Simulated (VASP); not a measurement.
Runs of VASP 6.6.1 on Cu. The structure is that of space group Fm-3m (No. 225), or close to it. The cells are those of the table. 

| level | potentials or basis | cell | k mesh | cutoff (eV) | smearing | grid for exact exchange (PRECFOCK) | share of exact exchange | gap on the mesh (eV) | pressure (GPa) |
| --- | --- | --- | --- | --- | --- | --- | --- | --- | --- |
| PBE+D3(BJ) | VASP PAW PBE potentials, release 64 (Cu_sv_GW) | a = 2.504 Å, angles 60.0°, 1 atom | 13 × 13 × 13 | 820 | fermi-dirac 0.05 eV | - | - | none | 1.7 |
| PBEsol+D3(BJ) | VASP PAW PBE potentials, release 64 (Cu_sv_GW) | a = 2.504 Å, angles 60.0°, 1 atom | 13 × 13 × 13 | 820 | fermi-dirac 0.05 eV | - | - | none | (b) |
| PBEsol | VASP PAW PBE potentials, release 64 (Cu_sv_GW) | a = 2.556 Å, angles 60.0°, 1 atom | 11 × 11 × 11 | 820 | fermi-dirac 0.1 eV | - | - | none | -7.6 |
| r2SCAN50 | VASP PAW PBE potentials, release 64 (Cu) | a = 2.504 Å, angles 60.0°, 1 atom | 7 × 7 × 7 | 580 | fermi-dirac 0.05 eV | Normal | 0.5 | none | 10.3 |
| r2SCAN+rVV10 | VASP PAW PBE potentials, release 64 (Cu_sv_GW) | a = 2.556 Å, angles 60.0°, 1 atom | 13 × 13 × 13 | 900 | fermi-dirac 0.05 eV | - | - | none | -6.9 |
| PBE | VASP PAW PBE potentials, release 64 (Cu_sv_GW) | a = 2.556 Å, angles 60.0°, 1 atom | 7 × 7 × 7 | 820 | fermi-dirac 0.05 eV | - | - | none | (c) |
| BLYP+D3(BJ) | VASP PAW PBE potentials, release 64 (Cu_sv_GW) | a = 2.522 Å, angles 60.0°, 1 atom | 13 × 13 × 13 | 820 | fermi-dirac 0.05 eV | - | - | none | -4.9 |
| r2SCAN50 | VASP PAW PBE potentials, release 64 (Cu) | a = 2.522 Å, angles 60.0°, 1 atom | 7 × 7 × 7 | 580 | fermi-dirac 0.05 eV | Normal | 0.5 | none | (a) |

Alike in all rows: task single point; no spin polarisation.

Task: Estimate the missing entries.

Result: (a) 6.9; (b) -6.0; (c) 0.2.

Caveats: some runs use coarse meshes; the PAW data sets were made with another functional, which shifts forces and pressure a little (at least some runs); the cell stands under tension (at least some runs); the dispersion term is far too large for a dense solid, which distorts pressure and volume (at least some runs).

A gap of «none» marks levels without a gap at the run's occupations.

The runs don't all hold the same shells in valence.
